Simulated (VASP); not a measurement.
Here is a VASP 6.6.1 calculation.

Contents of POSCAR:

```
CaF2
1.0
    0.0000000000      2.7194528021      2.7194528021
    2.7194528021      0.0000000000      2.7194528021
    2.7194528021      2.7194528021      0.0000000000
Ca F
1 2
Direct
    0.0000000000      0.0000000000      0.0000000000
    0.2500000000      0.2500000000      0.2500000000
    0.7500000000      0.7500000000      0.7500000000
```

Contents of INCAR.step1:

```
ALGO = Normal ; EDIFF = 1E-5
EDIFFG = -0.005 ; ENCUT = 660
GGA = PE ; GGA_COMPAT = False
IBRION = 2 ; ISIF = 3
ISMEAR = 0 ; LASPH = True
LCHARG = False ; LREAL = False
LWAVE = True ; NELM = 120
NELMIN = 4 ; NSW = 100
PREC = Accurate ; SIGMA = 0.01
```

Contents of INCAR.step2:

```
ALGO = Normal ; EDIFF = 1E-7
EDIFFG = -0.002 ; ENCUT = 660
GGA_COMPAT = False ; IBRION = 2
ISIF = 3 ; ISMEAR = 0
ISTART = 1 ; LASPH = True
LCHARG = False ; LMIXTAU = True
LREAL = False ; LWAVE = False
METAGGA = R2SCAN ; NELM = 120
NELMIN = 4 ; NSW = 100
PREC = Accurate ; PSTRESS = 150.0
SIGMA = 0.01
```

Contents of KPOINTS:

```
k-points
0
Gamma
  8 8 8
```

Potentials or basis: VASP PAW PBE potentials, release 64 (Ca_sv, F).

The run is started by

```sh
$ cat potpaw_PBE.64/Ca_sv/POTCAR potpaw_PBE.64/F/POTCAR > POTCAR
$ cp INCAR.step1 INCAR
$ mpirun -np 1 vasp_std > vasp.out
$ cp INCAR.step2 INCAR
$ mpirun -np 1 vasp_std > vasp.out
```

Problem. Predict the relaxed cell.

Solution. a = 3.696 Å, b = 3.696 Å, c = 3.696 Å, α = 60.00°, β = 60.00°, γ = 60.00°.

Problem. Predict the relaxed volume.

Solution. 11.90 Å³/atom.

Problem. What does it give for the space group after relaxing (to 0.1 Å)?

Solution. Fm-3m (No. 225).

The path:
| step | energy change (eV) | largest force (eV/Å) | pressure (GPa) | volume (Å³) |
| --- | --- | --- | --- | --- |
| 1 | 0.0000 | 0.0000 | 0.43 | 40.22 |
| 2 | 0.4719 | 0.0000 | 26.17 | 33.53 |
| 3 | 0.1944 | 0.0000 | 14.95 | 35.73 |
| 4 | 0.2025 | 0.0000 | 15.25 | 35.64 |
| 5 | 0.1941 | 0.0000 | 14.95 | 35.73 |
| 6 | 0.1948 | 0.0000 | 14.97 | 35.72 |
| 7 | 0.1957 | 0.0000 | 15.01 | 35.71 |

Caveat: the cell is relaxed towards a set pressure, so the run minimises the enthalpy, not the energy; the PAW data sets were made with another functional, which shifts forces and pressure a little.
